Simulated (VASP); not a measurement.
Set up this calculation in VASP 6.6.1, as the native input.

```yaml
Task: single point
Functional: PBEsol
Potentials_or_basis: VASP PAW PBE potentials, release 64 (In_d, Ga_d, As)
Cutoff: 520 eV
k_mesh: 12 × 12 × 8
Occupations: gaussian, width 0.15 eV
Spin: no spin polarisation
Dipole_correction: no
Further_INCAR_settings: ALGO = Normal; EDIFF = 1e-06; NBANDS = 26
```

The structure of InGaAs2 lies in POSCAR:

```
InGaAs2
1.0
    3.9369104442      0.0000000000      0.0000000000
    0.0000000000      3.9369104442      0.0000000000
    0.0000000000      0.0000000000      6.1991977250
In Ga As
1 1 2
Direct
    0.0000000000      0.0000000000      0.5000000000
    0.5000000000      0.5000000000      0.0000000000
    0.5000000000      0.0000000000      0.7697097067
    0.0000000000      0.5000000000      0.2302902933
```

This cell differs from its parent crystal: strain -0.050 along x and y, +0.050 along z.

The input as run:

INCAR

```
ALGO = Normal
EDIFF = 1E-6
ENCUT = 520
GGA = PS
ISIF = 2
ISMEAR = 0
LASPH = True
LCHARG = False
LREAL = False
LWAVE = False
NBANDS = 26
NELM = 80
PREC = Accurate
SIGMA = 0.15
```

KPOINTS

```
k-points
0
Gamma
  12 12 8
```

Potentials or basis: VASP PAW PBE potentials, release 64 (In_d, Ga_d, As).

The run is started by

```bash
$ cat potpaw_PBE.64/In_d/POTCAR potpaw_PBE.64/Ga_d/POTCAR potpaw_PBE.64/As/POTCAR > POTCAR
$ mpirun -np 1 vasp_std > vasp.out
```

Results of the run:

| Quantity | Value |
| --- | --- |
| Pressure | 3.6 GPa |
| Largest force | 0.016 eV/Å |
| Band gap on the k mesh | zero (filled and empty bands touch) |

Caveat: the cell differs from its parent crystal (strain -0.050 along x and y, +0.050 along z); the PAW data sets were made with another functional, which shifts forces and pressure a little; spin-orbit coupling is left out, which moves the levels of the heavy elements.

Run time: 4.2 min on 1 thread of Intel Xeon 6975P-C (shared host), peak memory 0.47 GiB.
